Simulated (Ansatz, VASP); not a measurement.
## One calculation of Al, two programs

```
Al
1.0
    -1.70756    1.70756    1.70756
     1.70756   -1.70756    1.70756
     1.70756    1.70756   -1.70756
Al
1
Cartesian
  0.0000 0.0000 0.0000
```

Alike in both runs: task single point; functional PBE; k mesh 18 × 18 × 18; occupations gaussian, width 0.1 eV; no spin polarisation.

|  | VASP | Ansatz |
| --- | --- | --- |
| version | VASP 6.6.1 | Ansatz 0.2.0 |
| potentials or method | VASP PAW PBE potentials, release 64 (Al), cutoff 500 eV | scalar-relativistic, plane waves, PAW |
| valence electrons in the cell | 3 | 3 |

```csv
,VASP,Ansatz,Ansatz less VASP
gap on the k mesh at the Fermi level (eV),none,none,-
pressure (GPa),-7.8,-7.8,+0.02
```

A gap of «none» marks a metal or a gap that the smearing closes.
